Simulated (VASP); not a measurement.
Wanted: the native input for a VASP 6.6.1 run.

```
Task                   : electric field gradients
Functional             : r2SCAN
Potentials or basis    : VASP PAW PBE potentials, release 64 (Sb)
Cutoff                 : 520 eV
k mesh                 : 13 × 13 × 7
Occupations            : fermi-dirac, width 0.05 eV
Spin                   : no spin polarisation
Dipole correction      : no
Further INCAR settings : ALGO = Normal; EDIFF = 1e-08; NBANDS = 12
```

The system is Sb.

```
CELL_PARAMETERS angstrom
3.29766 0.00000 0.00000
-1.64883 2.85586 0.00000
0.00000 0.00000 5.37743
ATOMIC_POSITIONS crystal
Sb 0.33333 0.66667 0.25000
Sb 0.66667 0.33333 0.75000
```

This cell differs from its parent crystal: volume scaled by 0.95.

These files were run (other wordings do the same):

POSCAR

```
Sb
1.0
    3.2976649509      0.0000000000      0.0000000000
   -1.6488324755      2.8558616207      0.0000000000
    0.0000000000      0.0000000000      5.3774281481
Sb
2
Direct
    0.3333333333      0.6666666667      0.2500000000
    0.6666666667      0.3333333333      0.7500000000
```

INCAR.step1

```
ALGO = Normal
EDIFF = 1E-4
ENCUT = 520
GGA = PE
ISMEAR = -1
LASPH = T
LCHARG = F
LREAL = F
LWAVE = T
NBANDS = 12
NELM = 60
PREC = Accurate
SIGMA = 0.05
```

INCAR.step2

```
ALGO = Normal
EDIFF = 1E-8
ENCUT = 520
ISIF = 2
ISMEAR = -1
ISTART = 1
LASPH = T
LCHARG = F
LEFG = T
LMIXTAU = T
LREAL = F
LWAVE = F
METAGGA = R2SCAN
NBANDS = 12
NELM = 60
PREC = Accurate
SIGMA = 0.05
```

KPOINTS

```
k-points
0
Gamma
  13 13 7
```

Potentials or basis: VASP PAW PBE potentials, release 64 (Sb).

Command:

```sh
$ cat potpaw_PBE.64/Sb/POTCAR > POTCAR
$ cp INCAR.step1 INCAR
$ mpirun -np 1 vasp_std > vasp.out
$ cp INCAR.step2 INCAR
$ mpirun -np 1 vasp_std > vasp.out
```

It gave:

The pressure is 4.5 GPa and the band gap on the k mesh is zero (band 5 reaches 14.07 eV, above the bottom of band 6 at 6.24 eV).

Caveat: without QUAD_EFG the Cq values of the log hold for a quadrupole moment of 1 mb, not for the nuclei; the PAW data sets were made with another functional, which shifts forces and pressure a little; spin-orbit coupling is left out, which moves the levels of the heavy elements.

It took 82 s on 1 thread of Intel(R) Xeon(R) 6975P-C (Granite Rapids), on a shared host, peak memory 0.2 GiB.
